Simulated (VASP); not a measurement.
A run of VASP 6.6.1:

Contents of POSCAR:

```
NaF
1.0
    0.0000000000      2.3127652100      2.3127652100
    2.3127652100      0.0000000000      2.3127652100
    2.3127652100      2.3127652100      0.0000000000
Na F
1 1
Direct
    0.0000000000      0.0000000000      0.0000000000
    0.5000000000      0.5000000000      0.5000000000
```

Contents of INCAR.step1:

```
PREC = Accurate
ENCUT = 520
ISMEAR = -1
SIGMA = 0.02
LREAL = False
LASPH = True
NELM = 80
GGA = PE
ALGO = Normal
EDIFF = 1E-4
LWAVE = True
LCHARG = False
```

Contents of INCAR.step2:

```
PREC = Accurate
ENCUT = 520
EDIFF = 1E-6
ISMEAR = -1
SIGMA = 0.02
LREAL = False
LASPH = True
NELM = 80
ALGO = Normal
ISIF = 2
LWAVE = False
LCHARG = False
METAGGA = R2SCAN
LMIXTAU = True
IBRION = 2
NSW = 50
EDIFFG = -0.01
ISTART = 1
```

File KPOINTS:

```
regular mesh
0
Gamma
  10 10 10
```

Potentials or basis: VASP PAW PBE potentials, release 64 (Na_pv, F).

Launch:

```sh
$ cat potpaw_PBE.64/Na_pv/POTCAR potpaw_PBE.64/F/POTCAR > POTCAR
$ cp INCAR.step1 INCAR
$ mpirun -np 1 vasp_std > vasp.out
$ cp INCAR.step2 INCAR
$ mpirun -np 1 vasp_std > vasp.out
```

Hardware: 1 thread of Oxide Virtual Turin-like Processor, on a shared host.

Question: How long does it take, and how much memory?

Answer: Wall time 55 s on 1 thread of Oxide Virtual Turin-like Processor, with other jobs on the host, peak memory 0.11 GiB. Counts: k points 47, ion steps 1.
